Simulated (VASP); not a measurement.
# ZnSe: single point with PBE

Crystal: ZnSe.

```
Zn Se
1.0
     0.00000    2.77630    3.05393
     2.77630    0.00000    3.05393
     2.77630    2.77630    0.00000
Zn Se
1 1
Direct
  0.00000 0.00000 0.00000
  0.75000 0.75000 0.75000
```

This cell differs from its parent crystal: ratio of the length along z to the lengths across it x 1.1, volume and fractional coordinates fixed.

* Program: VASP 6.6.1
* Task: single point
* Functional: PBE
* Potentials or basis: VASP PAW PBE potentials, release 64 (Zn, Se)
* Cutoff: 520 eV
* k mesh: 10 × 10 × 10
* Occupations: gaussian, width 0.05 eV
* Spin: no spin polarisation

```yaml
Pressure: 0.1 GPa
Band_gap_on_the_k_mesh: 0.98 eV, direct
```

Stress tensor (GPa, compression positive):
```
 1.39  0.00  0.00
 0.00  1.39  0.00
 0.00  0.00 -2.48
```

Levels at points of the mesh, in eV from the valence-band top:
| k point | band 7 | band 8 | band 9 | band 10 | band 11 | band 12 |
| --- | --- | --- | --- | --- | --- | --- |
| (0.00, 0.00, 0.00) | -0.41 | 0.00 | 0.00 | 0.98 | 5.72 | 5.72 |
| (0.50, 0.00, 0.00) | -5.11 | -1.22 | -0.65 | 2.25 | 6.05 | 6.64 |
| (0.50, 0.50, 0.00) | -5.07 | -1.84 | -1.84 | 3.24 | 3.91 | 9.74 |
| (0.50, 0.00, 0.50) | -4.53 | -2.40 | -2.24 | 2.81 | 3.06 | 10.16 |

It took 92 s on 1 thread of Intel(R) Xeon(R) Platinum 8259CL CPU @ 2.50GHz (Skylake/Cascade Lake) (shared host), peak memory 0.23 GiB.
